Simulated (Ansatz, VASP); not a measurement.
**SnO2: VASP beside Ansatz**

```
Sn O
1.0
     4.82779    0.00000    0.00000
     0.00000    4.82781    0.00000
     0.00000    0.00000    3.23790
Sn O
2 4
Direct
  0.50000 0.50000 0.50000
  0.00000 0.00000 0.00000
  0.31888 0.29433 0.00000
  0.81888 0.20567 0.50000
  0.18112 0.79433 0.50000
  0.68112 0.70567 0.00000
```

Change from the starting cell: mode 4 frozen in at +0.084 Å, strain +e along z and -e/2 along x and y +0.0000.

Alike in both runs: task single point; functional PBE; k mesh 6 × 6 × 8; occupations gaussian, width 0.05 eV; no spin polarisation.

|  | VASP | Ansatz |
| --- | --- | --- |
| version | VASP 6.6.1 | Ansatz 0.2.0 |
| potentials or method | VASP PAW PBE potentials, release 64 (Sn_d, O), cutoff 520 eV | scalar-relativistic, plane waves, PAW |
| valence electrons in the cell | 52 | 52 |

```csv
,VASP,Ansatz,Ansatz less VASP
gap on the k mesh at the Fermi level (eV),0.75,0.77,+0.013
least direct gap on the mesh (eV),0.75,0.77,+0.013
pressure (GPa),0.3,-0.3,-0.60
"traceless stress, the component that is largest in VASP (GPa)",-0.57,-0.47,+0.098
rms of the force components (eV/Å),0.029,0.031,+0.0025
```

Atom by atom the forces differ by 0.010 eV/Å (rms over components). With one functional, cell and mesh, what is left measures potentials, basis and numerics.
